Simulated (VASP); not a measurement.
Wanted: the native input for a VASP 6.6.1 run.

- Task: single point
- Functional: PBEsol
- Potentials or basis: VASP PAW PBE potentials, release 64 (Te)
- Cutoff: 520 eV
- k mesh: 15 × 15 × 15
- Occupations: gaussian, width 0.15 eV
- Spin: no spin polarisation
- Dipole correction: no
- Further INCAR settings: ALGO = Normal; EDIFF = 1e-06; NBANDS = 9

The structure of Te lies in POSCAR:

```
Te
1.0
    2.2295356780      1.2872230239      1.9071448189
   -2.2295356780      1.2872230239      1.9071448189
    0.0000000000     -2.5744460476      1.9071448190
Te
1
Direct
    0.5000000000      0.5000000000      0.5000000000
```

These files were run (other wordings do the same):

INCAR

```
SYSTEM = Te
PREC = Accurate
ENCUT = 520
EDIFF = 1E-6
ISMEAR = 0
SIGMA = 0.15
LREAL = .FALSE.
LASPH = .TRUE.
NELM = 80
ALGO = Normal
ISIF = 2
LWAVE = .FALSE.
LCHARG = .FALSE.
GGA = PS
NBANDS = 9
```

KPOINTS

```
regular mesh
0
G
  15 15 15
  0 0 0
```

Potentials or basis: VASP PAW PBE potentials, release 64 (Te).

Command:

```bash
$ cat potpaw_PBE.64/Te/POTCAR > POTCAR
$ mpirun -np 1 vasp_std > vasp.out
```

It gave:

The pressure is -2.7 GPa and the band gap on the k mesh is zero (bands 3 and 4 overlap by 5.21 eV).

Caveat: the PAW data sets were made with another functional, which shifts forces and pressure a little; spin-orbit coupling is left out, which moves the levels of the heavy elements.

Wall time 14 s on 1 thread of Intel(R) Xeon(R) 6975P-C (Granite Rapids), with other jobs on the host, peak memory 0.21 GiB.
